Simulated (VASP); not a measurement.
# Li2ZrO2: single point with PBE

Crystal: Li2ZrO2.

```xyz
5
Lattice="-1.5976 1.5976 5.5326 1.5976 -1.5976 5.5326 1.5976 1.5976 -5.5326" Properties=species:S:1:pos:R:3 pbc="T T T"
Li    0.0000    0.0000    3.6918
Li    0.0000    0.0000    7.3733
Zr    0.0000    0.0000    0.0000
O     1.5976    0.0000    2.7663
O     0.0000    1.5976    2.7663
```

- Program: VASP 6.6.1
- Task: single point
- Functional: PBE
- Potentials or basis: VASP PAW PBE potentials, release 64 (Li_sv, Zr_sv, O)
- Cutoff: 520 eV
- k mesh: 8 × 8 × 8
- Occupations: gaussian, width 0.1 eV
- Spin: no spin polarisation
- Dipole correction: no
- Further INCAR settings: ALGO = Normal; EDIFF = 1e-07; NBANDS = 23

| Item | Value |
| --- | --- |
| Largest force | 0.826 eV/Å |
| Band gap on the k mesh | zero (band 15 reaches 6.57 eV, above the bottom of band 16 at 5.21 eV) |

Forces on the atoms (eV/Å):
```
Li   0.000  0.000 -0.826
Li   0.000  0.000  0.826
Zr   0.000  0.000  0.000
O    0.000  0.000  0.000
O    0.000  0.000  0.000
```

Levels at points of the mesh, in eV from the Fermi level:
```csv
k point,band 13,band 14,band 15,band 16,band 17,band 18
"(0.00, 0.00, 0.00)",-2.16,-0.54,0.19,0.19,0.80,2.32
"(0.50, 0.00, 0.00)",-2.42,-2.32,-1.35,-0.20,0.82,1.57
"(0.50, 0.50, 0.00)",-2.35,-0.19,0.97,0.97,1.05,2.05
"(0.50, 0.50, 0.50)",-1.56,-1.27,0.19,0.19,2.06,2.06
```

It took 110 s on 1 thread of Intel(R) Xeon(R) 6975P-C (Granite Rapids) (shared host), peak memory 0.37 GiB.
